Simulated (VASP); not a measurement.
The system is GaP.

```
Ga P
1.0
     3.61825    0.00000    0.00000
    -1.80913    3.13350    0.00000
     0.00000    0.00000    6.11002
Ga P
2 2
Direct
  0.00000 0.00000 0.00000
  0.00000 0.00000 0.50000
  0.33333 0.66667 0.25000
  0.66667 0.33333 0.75000
```

```yaml
Program: VASP 6.6.1
Task: relaxation of cell and atoms
Functional: r2SCAN
Potentials_or_basis: VASP PAW PBE potentials, release 64 (Ga_d, P)
Cutoff: 600 eV
k_mesh: 12 × 12 × 4
Occupations: fermi-dirac, width 0.02 eV
Spin: no spin polarisation
```

At the start: pressure -2.5 GPa; volume 17.32 Å³/atom.

Problem. How do energy, volume and symmetry change on relaxing?

Solution. Over 5 steps the energy falls by 4.2 meV/atom and the volume is 16.86 Å³/atom (-2.6 %); space group P6_3/mmc (No. 194, to 0.1 Å) before and after.

Step by step:
```
step  energy change (eV)  largest force (eV/Å)  pressure (GPa)  volume (Å³)
   1              0.0000                0.0000           -2.51        69.27
   2             -0.0134                0.0000            1.31        66.59
   3             -0.0166                0.0000            0.10        67.37
   4             -0.0166                0.0000            0.03        67.42
   5             -0.0167                0.0000            0.00        67.45
```

Final structure:
```
CELL_PARAMETERS angstrom
3.59384 0.00000 0.00000
-1.79692 3.11235 0.00000
0.00000 0.00000 6.03007
ATOMIC_POSITIONS crystal
Ga 0.00000 0.00000 0.00000
Ga 0.00000 0.00000 0.50000
P 0.33333 0.66667 0.25000
P 0.66667 0.33333 0.75000
```

Caveat: the PAW data sets were made with another functional, which shifts forces and pressure a little.
